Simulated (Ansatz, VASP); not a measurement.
**Two plane-wave programs on Sc**

Contents of INCAR:

```
ALGO     = Fast           # electronic algorithm
EDIFF    = 1E-6           # SCF threshold, eV
ENCUT    = 520            # plane-wave cutoff, eV
GGA      = PS             # functional
ISIF     = 2              # what is computed and relaxed
ISMEAR   = 0              # smearing method
LASPH    = T              # aspherical terms in the spheres
LCHARG   = F              # write CHGCAR
LREAL    = F              # projectors in reciprocal space
LWAVE    = F              # write WAVECAR
NBANDS   = 18             # bands
NELM     = 100            # most SCF steps
PREC     = Accurate       # precision mode
SIGMA    = 0.15           # smearing width, eV
```

The input KPOINTS:

```
k-points
0
Gamma
  18 18 10
```

POSCAR

```
Sc
1.0
    3.3087978973      0.0000000000      0.0000000000
   -1.6543989486      2.8655030350      0.0000000000
    0.0000000000      0.0000000000      5.2416600000
Sc
2
Direct
    0.3333333333      0.6666666667      0.2500000000
    0.6666666667      0.3333333333      0.7500000000
```

Input for Ansatz:

```yaml
crystal:
  lattice:
    - [3.3087978973, 0.0, 0.0]
    - [-1.6543989486, 2.865503035, 0.0]
    - [0.0, 0.0, 5.24166]
  atoms:
    - { symbol: Sc, position: [0.3333333333, 0.6666666667, 0.25] }
    - { symbol: Sc, position: [0.6666666667, 0.3333333333, 0.75] }
basis:
  ecutwfc: 420
kpoints:
  mp_grid: { grid: [18, 18, 10] }
hamiltonian:
  xc: pbesol
scf:
  occupations: { method: gaussian, width: 0.15 }
output:
  forces: true
  stress: true
  eigenvalues: true
```

Change from the starting cell: strain -0.0050 x Voigt [0, 0, 1, 0, 0, 0], atoms carried along.

Alike in both runs: task single point; functional PBEsol; k mesh 18 × 18 × 10; occupations gaussian, width 0.15 eV; no spin polarisation.

|  | VASP | Ansatz |
| --- | --- | --- |
| version | VASP 6.6.1 | Ansatz 0.2.0 |
| potentials or method | VASP PAW PBE potentials, release 64 (Sc_sv), cutoff 520 eV | scalar-relativistic, plane waves, PAW |
| valence electrons in the cell | 22 | 22 |

|  | VASP | Ansatz | Ansatz less VASP |
| --- | --- | --- | --- |
| gap on the k mesh at the Fermi level (eV) | none | none | - |
| pressure (GPa) | -2.5 | -2.5 | -0.02 |
| traceless stress, the component that is largest in VASP (GPa) | -0.86 | -0.86 | 0.000 |

VASP's potentials were made for PBE, not for PBEsol. A gap of «none» marks a metal or a gap that the smearing closes.
